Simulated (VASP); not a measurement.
# KSi2 (R3m) in VASP: a series of runs, part 2 of 2

VASP 6.6.1. Earlier steps stand in the parts before.

**3. Single point, PBE**

This run uses another cell than the first one, of 26.57 Å³/atom.

File INCAR:

```
PREC = Accurate
ENCUT = 520
EDIFF = 1E-6
ISMEAR = 0
SIGMA = 0.1
LREAL = F
LASPH = T
NELM = 80
ALGO = Normal
ISIF = 2
LWAVE = F
LCHARG = F
GGA = PE
NBANDS = 16
```

File KPOINTS:

```
regular mesh
0
Gamma
  6 6 6
```

File POSCAR:

```
KSi2
1.0
    1.9633100005      1.1335175573      5.9693488799
   -1.9633100005      1.1335175573      5.9693488799
    0.0000000000     -2.2670351146      5.9693488799
K Si
1 2
Direct
    0.0044064174      0.0044064174      0.0044064174
    0.8120463596      0.8120463596      0.8120463596
    0.5168472230      0.5168472230      0.5168472230
```

Potentials or basis: VASP PAW PBE potentials, release 64 (K_sv, Si).

Command:

```
cat potpaw_PBE.64/K_sv/POTCAR potpaw_PBE.64/Si/POTCAR > POTCAR
mpirun -np 1 vasp_std > vasp.out
```

OUTCAR:

```text
PREC = Accurate
   ENCUT = 520
   EDIFF = 1E-6
   ISMEAR = 0
   LREAL = F
   LASPH = T
   NELM = 80
   ISIF = 2
   GGA = PE

 ion  position               nearest neighbor table
   1  0.004  0.004  0.004-   2 3.39   2 3.39   2 3.39   2 3.44
   2  0.812  0.812  0.812-   3 2.37   3 2.37   3 2.37   1 3.39   1 3.39   1 3.39   1 3.44
   3  0.517  0.517  0.517-   2 2.37   2 2.37   2 2.37

  LATTYP: Found a trigonal (rhomboedric) cell.
 ALAT       =     6.3853405752
 COS(alpha) =     0.8109226004

  Lattice vectors:

 A1 = (   1.9633100005,   1.1335175573,   5.9693488799)
 A2 = (  -1.9633100005,   1.1335175573,   5.9693488799)
 A3 = (   0.0000000000,  -2.2670351146,   5.9693488799)

Analysis of symmetry for initial positions (statically):
=====================================================================
 Subroutine PRICEL returns:
 Original cell was already a primitive cell.

 Routine SETGRP: Setting up the symmetry group for a
 trigonal (rhombohedral) supercell.

 Subroutine GETGRP returns: Found  6 space group operations
 (whereof  6 operations were pure point group operations)
 out of a pool of 12 trial point group operations.

The static configuration has the point symmetry C_3v.

Analysis of symmetry for dynamics (positions and initial velocities):
=====================================================================
 Subroutine PRICEL returns:
 Original cell was already a primitive cell.

 Routine SETGRP: Setting up the symmetry group for a
 trigonal (rhombohedral) supercell.

 Subroutine GETGRP returns: Found  6 space group operations
 (whereof  6 operations were pure point group operations)
 out of a pool of 12 trial point group operations.

The dynamic configuration has the point symmetry C_3v.

[... 116 lines left out ...]
   EFERMI_NEDOS =   21; number of points for ismear=-14 and -15
   IALGO  =     38    algorithm
   IMIX   =      4    mixing-type and parameters
     AMIX     =   0.40;   BMIX     =  1.00
     AMIX_MAG =   1.60;   BMIX_MAG =  1.00
  volume/ion in A,a.u.               =      26.57       179.30
  Fermi-wavevector in a.u.,A,eV,Ry     =   0.978121  1.848381 13.016982  0.956721
  Thomas-Fermi vector in A             =   2.108872
   LORBIT       =      0    0 simple, 1 ext, 2 COOP (PROOUT), +10 PAW based schemes
   GGA     = PE    functional components
   LHFCALC =     F    Hartree Fock is set to
   AEXX    =    0.0000 exact exchange contribution
   IVDW    =     0    specifies the selected vdW correction
   LEPSILON=     F    determine dielectric tensor
   LRPA    =     F    only Hartree local field effects (RPA)
 non-spin polarized calculation
 Gauss-broadening in eV      SIGMA  =   0.10
  energy-cutoff  :      520.00
  volume of cell :       79.71
 maximum number of plane-waves:      2182
   NGX = 23   NGY = 23   NGZ = 23

 number of electron      17.0000000 magnetization

 Free energy of the ion-electron system (eV)
  ---------------------------------------------------
  ext. energy  EPLUGINS =         0.00000000
  ---------------------------------------------------
  free energy    TOTEN  =       -11.70753332 eV

  energy without entropy =      -11.70132379  energy(sigma->0) =      -11.70442856

 E-fermi :   3.3606     XC(G=0):  -8.3912

 val. band max:        3.3110442982   @ k =   0.1667   0.1667   0.1667
 cond. band min:       3.4084195233   @ k =   0.1667   0.1667   0.0000
 fundamental gap:      0.0973752251
 Fermi energy:         3.3605985485

 k-point     1 :       0.0000    0.0000    0.0000
  band No.  band energies     occupation
      1     -27.6497      2.00000
      2     -11.1440      2.00000
      3     -11.0596      2.00000
      4     -11.0596      2.00000
      5      -7.4161      2.00000
      6      -0.1480      2.00000
[... 433 lines left out ...]
      3     -11.1687      2.00000
      4     -11.0876      2.00000
      5      -5.3352      2.00000
      6      -3.1752      2.00000
[... 8 lines left out ...]
     15       9.8707      0.00000
     16      10.6325      0.00000

 [... further k-points ...]

------------------------ aborting loop because EDIFF is reached ----------------------------------------

  FORCE on cell =-STRESS in cart. coord.  units (eV):
  Direction    XX          YY          ZZ          XY          YZ          ZX
  --------------------------------------------------------------------------------------
  -------------------------------------------------------------------------------------
  Total        0.1452925      0.1452925     -0.0896317      0.0000000      0.0000000      0.0000000
  in kB        2.9205080      2.9205080     -1.8016765      0.0000000      0.0000000      0.0000000
  external PRESSURE =       1.3464465 kB  Pullay stress =       0.0000000 kB

 VOLUME and BASIS-vectors are now :
 -----------------------------------------------------------------------------
  energy-cutoff  :      520.00
  volume of cell :       79.71
      direct lattice vectors                 reciprocal lattice vectors
     1.963310000  1.133517557  5.969348880     0.254671957  0.147034923  0.055840819
    -1.963310000  1.133517557  5.969348880    -0.254671957  0.147034923  0.055840819
     0.000000000 -2.267035115  5.969348880     0.000000000 -0.294069846  0.055840819

 POSITION                                       TOTAL-FORCE (eV/Angst)
 -----------------------------------------------------------------------------------
      0.00000      0.00000      0.07891         0.000000     -0.000000     -0.000420
      0.00000      0.00000     14.54216         0.000000     -0.000000      0.024404
      0.00000      0.00000      9.25572         0.000000      0.000000     -0.023984
 -----------------------------------------------------------------------------------
    total drift:                                0.000000     -0.000000      0.000338

  FREE ENERGIE OF THE ION-ELECTRON SYSTEM (eV)
  ---------------------------------------------------
  free  energy   TOTEN  =       -11.7075333226 eV

  energy  without entropy=      -11.7013237888  energy(sigma->0) =      -11.70442856
```

OSZICAR:

```text
N       E                     dE             d eps       ncg     rms          rms(c)
DAV:   1     0.667256902461E+02    0.66726E+02   -0.67309E+03  1024   0.886E+02
DAV:   2    -0.844378598934E+01   -0.75169E+02   -0.70631E+02  1296   0.206E+02
DAV:   3    -0.119955333935E+02   -0.35517E+01   -0.35313E+01  1784   0.355E+01
DAV:   4    -0.121116989839E+02   -0.11617E+00   -0.11616E+00  1368   0.517E+00
DAV:   5    -0.121132829326E+02   -0.15839E-02   -0.15839E-02  1664   0.607E-01    0.527E+00
DAV:   6    -0.118101725987E+02    0.30311E+00   -0.22689E-01  1368   0.216E+00    0.359E+00
DAV:   7    -0.117040826831E+02    0.10609E+00   -0.40698E-01  1416   0.269E+00    0.108E+00
DAV:   8    -0.117075459255E+02   -0.34632E-02   -0.55303E-02  1352   0.135E+00    0.236E-01
DAV:   9    -0.117071221629E+02    0.42376E-03   -0.31281E-03  1368   0.294E-01    0.146E-01
DAV:  10    -0.117074938577E+02   -0.37169E-03   -0.76325E-04  1216   0.143E-01    0.294E-02
DAV:  11    -0.117075231781E+02   -0.29320E-04   -0.74820E-05  1512   0.461E-02    0.132E-02
DAV:  12    -0.117075285124E+02   -0.53344E-05   -0.12209E-05  1472   0.179E-02    0.602E-03
DAV:  13    -0.117075331594E+02   -0.46470E-05   -0.73351E-06  1152   0.131E-02    0.329E-03
DAV:  14    -0.117075333226E+02   -0.16320E-06   -0.33107E-07  1216   0.343E-03
   1 F= -.11707533E+02 E0= -.11704429E+02  d E =-.620953E-02
```

Wall time 3.2 min (1 thread of Intel Xeon 8259CL, shared host); peak memory 0.33 GiB.

What came out:

- Free energy: -11.7075 eV
- Pressure: 0.1 GPa
- Largest force: 0.024 eV/Å
- Band gap on the k mesh: zero (an odd number of electrons rules out a gap without spin polarisation)

Forces on the atoms (eV/Å):
```
K    0.000  0.000  0.000
Si   0.000  0.000  0.024
Si   0.000  0.000 -0.024
```

Stress tensor (GPa, compression positive):
```
 0.29  0.00  0.00
 0.00  0.29  0.00
 0.00  0.00 -0.18
```

Caveat: an odd number of electrons without spin polarisation forces a metal; a magnetic or distorted state may lie lower.

The gap in the log of VASP goes by the Fermi energy; the results here count the filled bands.